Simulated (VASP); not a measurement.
A run of VASP 6.6.1:

POSCAR

```
MnO
1.0
    0.0000000000      2.2230000000      2.2230000000
    2.2230000000      0.0000000000      2.2230000000
    2.2230000000      2.2230000000      0.0000000000
Mn O
1 1
Direct
    0.0000000000      0.0000000000      0.0000000000
    0.5000000000      0.5000000000      0.5000000000
```

Contents of INCAR.step1:

```
ALGO = Normal
EDIFF = 1E-5
ENCUT = 660
GGA = PE
GGA_COMPAT = False
ISMEAR = -1
ISPIN = 2
LASPH = True
LCHARG = False
LMAXMIX = 4
LREAL = False
LWAVE = True
MAGMOM = 0 0
NBANDS = 20
NELM = 200
NUPDOWN = 0.0
PREC = Accurate
SIGMA = 0.1
```

INCAR.step2

```
ALGO = Normal
EDIFF = 1E-6
ENCUT = 660
GGA_COMPAT = False
ISIF = 2
ISMEAR = -1
ISPIN = 2
ISTART = 1
LASPH = True
LCHARG = False
LMAXMIX = 4
LMIXTAU = True
LORBIT = 11
LREAL = False
LWAVE = False
MAGMOM = 0 0
METAGGA = R2SCAN
NBANDS = 20
NELM = 200
NUPDOWN = 0.0
PREC = Accurate
SIGMA = 0.1
```

Contents of KPOINTS:

```
k-points
0
Gamma
  10 10 10
```

Potentials or basis: VASP PAW PBE potentials, release 64 (Mn_pv, O).

Command:

```console
$ cat potpaw_PBE.64/Mn_pv/POTCAR potpaw_PBE.64/O/POTCAR > POTCAR
$ cp INCAR.step1 INCAR
$ mpirun -np 1 vasp_std > vasp.out
$ cp INCAR.step2 INCAR
$ mpirun -np 1 vasp_std > vasp.out
```

Hardware: 1 thread of Intel(R) Xeon(R) Platinum 8259CL CPU @ 2.50GHz (Skylake/Cascade Lake) (shared host).

Task: Estimate the wall time of this run.

Result: Run time: 4.8 min on 1 thread of Intel(R) Xeon(R) Platinum 8259CL CPU @ 2.50GHz (Skylake/Cascade Lake), with other jobs on the host, peak memory 0.21 GiB. Counts: k points 47.
